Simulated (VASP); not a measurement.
Wanted: the native input for a VASP 6.6.1 run.

```
Task                   : relaxation of cell and atoms
Functional             : PBE
Potentials or basis    : VASP PAW PBE potentials, release 64 (V_sv)
Cutoff                 : 600 eV
k mesh                 : 18 × 18 × 10
Occupations            : fermi-dirac, width 0.1 eV
Spin                   : no spin polarisation
Dipole correction      : no
Further INCAR settings : ALGO = Normal; EDIFF = 1e-07; IBRION = 2; EDIFFG = -0.005; NSW = 60; ISIF = 3
```

The structure of V lies in POSCAR:

```
V
1.0
    2.6783660650      0.0000000000      0.0000000000
   -1.3391830325      2.3195330529      0.0000000000
    0.0000000000      0.0000000000      4.3389530253
V
2
Direct
    0.3333333333      0.6666666667      0.2500000000
    0.6666666667      0.3333333333      0.7500000000
```

This isn't the form of V at room conditions, which is bcc.

The input as run:

INCAR

```
  PREC = Accurate
  ENCUT = 600
  EDIFF = 1E-7
  ISMEAR = -1
  SIGMA = 0.1
  LREAL = False
  LASPH = True
  NELM = 100
  ALGO = Normal
  ISIF = 3
  LWAVE = False
  LCHARG = False
  GGA = PE
  IBRION = 2
  NSW = 60
  EDIFFG = -0.005
```

KPOINTS

```
Automatic mesh
0
Gamma
  18 18 10
```

Potentials or basis: VASP PAW PBE potentials, release 64 (V_sv).

Run with:

```bash
$ cat potpaw_PBE.64/V_sv/POTCAR > POTCAR
$ mpirun -np 1 vasp_std > vasp.out
```

It gave:

```yaml
Relaxed_volume: 13.88 Å³/atom
Relaxed_cell: a = 2.615 Å, b = 2.615 Å, c = 4.689 Å, α = 90.00°, β = 90.00°, γ = 120.00°
Space_group_after_relaxing_to_0.1_Å: P6_3/mmc (No. 194)
Energy_gained_by_relaxing: 42.9 meV/atom
Ionic_steps: 8
Pressure_after_relaxing: 0.0 GPa
Band_gap_on_the_k_mesh: zero (bands 13 and 14 overlap by 2.20 eV)
```

Wall time 3.4 min on 1 thread of Intel(R) Xeon(R) 6975P-C (Granite Rapids), on a shared host, peak memory 0.25 GiB.
